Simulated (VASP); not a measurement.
KBr:

```
K Br
1.0
     0.00000    3.68830    3.68830
     3.66469    0.00000    3.68830
     3.66469    3.68830    0.00000
K Br
1 1
Direct
  0.00000 0.00000 0.00000
  0.25000 0.25000 0.25000
```

This cell differs from its parent crystal: uniaxial x strain -0.6%.

Base run:

- Program: VASP 6.6.1
- Functional: r2SCAN
- Potentials or basis: VASP PAW PBE potentials, release 64 (K_sv, Br)
- Cutoff: 520 eV
- k mesh: 6 × 6 × 6
- Occupations: gaussian, width 0.01 eV
- Spin: no spin polarisation

Its results: band gap on the k mesh 4.85 eV (least direct gap 4.86 eV); pressure 0.1 GPa.

**Question.** The run is repeated on the same cell with these changes: functional from r2SCAN to PBE; occupations from gaussian, width 0.01 eV to fermi-dirac, width 0.02 eV. What comes out?

**Answer.** Band gap on the k mesh 4.29 eV (least direct gap 4.31 eV); pressure 0.3 GPa.

Caveats: the structure was generated, so it needn't be the stable form of KBr; the PAW data sets were made with another functional, which shifts forces and pressure a little (at least some runs).

A k mesh can miss the band edges.
